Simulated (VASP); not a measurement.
Set up this calculation in VASP 6.6.1, as the native input.

```
Task                   : single point
Functional             : PBE
Dispersion             : D3(BJ)
Potentials or basis    : VASP PAW PBE potentials, release 64 (C)
Cutoff                 : 520 eV
k mesh                 : 15 × 15 × 1
Occupations            : gaussian, width 0.1 eV
Spin                   : no spin polarisation
Dipole correction      : yes
Further INCAR settings : ALGO = Normal; EDIFF = 1e-07; NBANDS = 16
```

The structure of C lies in POSCAR:

```
C
1.0
    2.4656524409      0.0000000000      0.0000000000
   -1.2328262205      2.1353176508      0.0000000000
    0.0000000000      0.0000000000     17.5000663883
C
4
Direct
    0.6666666667      0.3333333333      0.2571437784
    0.3333333333      0.6666666667      0.2571418816
    1.1666666667      0.6666666667      0.4634306070
    1.5000000000      0.3333333333      0.4634287102
```

One way to write it, as run:

INCAR

```
SYSTEM = C
PREC = Accurate
ENCUT = 520
EDIFF = 1E-7
ISMEAR = 0
SIGMA = 0.1
LREAL = .FALSE.
LASPH = .TRUE.
NELM = 80
ALGO = Normal
ISIF = 2
LWAVE = .FALSE.
LCHARG = .FALSE.
LDIPOL = .TRUE.
IDIPOL = 3
DIPOL = 0.5 0.5 0.360
GGA = PE
IVDW = 12
NBANDS = 16
```

KPOINTS

```
regular mesh
0
G
  15 15 1
  0 0 0
```

Potentials or basis: VASP PAW PBE potentials, release 64 (C).

Run with:

```sh
$ cat potpaw_PBE.64/C/POTCAR > POTCAR
$ mpirun -np 1 vasp_std > vasp.out
```

It gave:

```json
{
 "Largest force": "0.010 eV/Å",
 "Band gap on the k mesh": "0.38 eV, direct",
 "Dispersion energy per atom": "-0.114 eV"
}
```

It took 110 s on 1 thread of Intel(R) Xeon(R) Platinum 8259CL CPU @ 2.50GHz (Skylake/Cascade Lake), on a shared host, peak memory 0.23 GiB.
